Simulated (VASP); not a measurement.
Write the native input for VASP 6.6.1 that does the following.

```
Task                   : single point
Functional             : r2SCAN
Potentials or basis    : VASP PAW PBE potentials, release 64 (Mo_sv)
Cutoff                 : 520 eV
k mesh                 : 24 × 24 × 6
Occupations            : gaussian, width 0.15 eV
Spin                   : no spin polarisation
Dipole correction      : no
Further INCAR settings : ALGO = Normal; EDIFF = 1e-06; NBANDS = 36
```

The system is Mo.

```xyz
4
Lattice="-2.7488 0.0000 0.0000 -1.3744 -2.3805 0.0000 0.0000 0.0000 14.6356" Properties=species:S:1:pos:R:3 pbc="T T T"
Mo   -1.3744   -2.3805    8.8687
Mo   -1.3744   -2.3805    1.2670
Mo   -1.3744   -2.3805    3.8009
Mo   -1.3744   -2.3805    6.3348
```

This isn't the form of Mo at room conditions, which is bcc.

This cell differs from its parent crystal: the distance across one plane changed.

These files were run (other wordings do the same):

POSCAR

```
Mo
1.0
   -2.7488179299      0.0000000000      0.0000000000
   -1.3744089650     -2.3805461577      0.0000000000
    0.0000000000      0.0000000000     14.6356021769
Mo
4
Direct
    0.0000000000      1.0000000000      0.6059642642
    0.0000000000      1.0000000000      0.0865663235
    0.0000000000      1.0000000000      0.2596989704
    0.0000000000      1.0000000000      0.4328316173
```

INCAR.step1

```
PREC = Accurate
ENCUT = 520
ISMEAR = 0
SIGMA = 0.15
LREAL = F
LASPH = T
NELM = 60
NBANDS = 36
GGA = PE
ALGO = Normal
EDIFF = 1E-4
LWAVE = T
LCHARG = F
KPAR = 4
```

INCAR.step2

```
PREC = Accurate
ENCUT = 520
EDIFF = 1E-6
ISMEAR = 0
SIGMA = 0.15
LREAL = F
LASPH = T
NELM = 60
ALGO = Normal
ISIF = 2
LWAVE = F
LCHARG = F
METAGGA = R2SCAN
LMIXTAU = T
NBANDS = 36
ISTART = 1
KPAR = 4
```

KPOINTS

```
Automatic mesh
0
Gamma
  24 24 6
```

Potentials or basis: VASP PAW PBE potentials, release 64 (Mo_sv).

Command:

```bash
$ cat potpaw_PBE.64/Mo_sv/POTCAR > POTCAR
$ cp INCAR.step1 INCAR
$ mpirun -np 4 vasp_std > vasp.out
$ cp INCAR.step2 INCAR
$ mpirun -np 4 vasp_std > vasp.out
```

It gave:

| Item | Value |
| --- | --- |
| Pressure | -2.8 GPa |
| Largest force | 0.719 eV/Å |
| Band gap on the k mesh | zero (bands 28 and 29 overlap by 1.48 eV) |

Caveat: the cell differs from its parent crystal (the distance across one plane changed); the PAW data sets were made with another functional, which shifts forces and pressure a little.

It took 20 min on 4 MPI ranks on Oxide Virtual Turin-like Processor, with other jobs on the host, peak memory 0.62 GiB a rank.
